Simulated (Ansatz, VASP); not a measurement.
# One calculation of K3LuV2O8, two programs

```
K Lu V O
1.0
     5.85500    0.00000    0.00000
    -2.92750    5.07058    0.00000
     0.00000    0.00000    7.57800
K Lu V O
3 1 2 8
Direct
  0.00000 0.00000 0.00000
  0.66667 0.33333 0.68610
  0.33333 0.66667 0.31390
  0.00000 0.00000 0.50000
  0.66667 0.33333 0.24225
  0.33333 0.66667 0.75775
  0.66667 0.33333 0.02369
  0.33333 0.66667 0.97631
  0.34535 0.17268 0.32371
  0.82732 0.17268 0.32371
  0.82732 0.65465 0.32371
  0.17268 0.34535 0.67629
  0.17268 0.82732 0.67629
  0.65465 0.82732 0.67629
```

Alike in both runs: functional PBE; k mesh 5 × 5 × 3; occupations fermi-dirac, width 0.02 eV; no spin polarisation.

Ansatz relaxed the structure, and its values are those at the end. VASP's run is a single point on that final structure, the one shown.

|  | VASP | Ansatz |
| --- | --- | --- |
| version | VASP 6.6.1 | Ansatz 0.2.0 |
| potentials or method | VASP PAW PBE potentials, release 64 (K_sv, Lu, V_sv, O) | plane-wave PAW, scalar-relativistic |
| plane-wave cutoff (eV) | 520 | 420 |
| valence electrons in the cell | 126 | 126 |

|  | VASP | Ansatz | Ansatz less VASP |
| --- | --- | --- | --- |
| gap on the k mesh at the Fermi level (eV) | 3.34 | 3.36 | +0.021 |
| pressure (GPa) | 2.6 | 1.9 | -0.61 |
| rms of the force components (eV/Å) | 0.057 | 0.002 | -0.0551 |

Ansatz's warnings: stress scf threshold loose.

Neither program's run includes spin-orbit coupling.
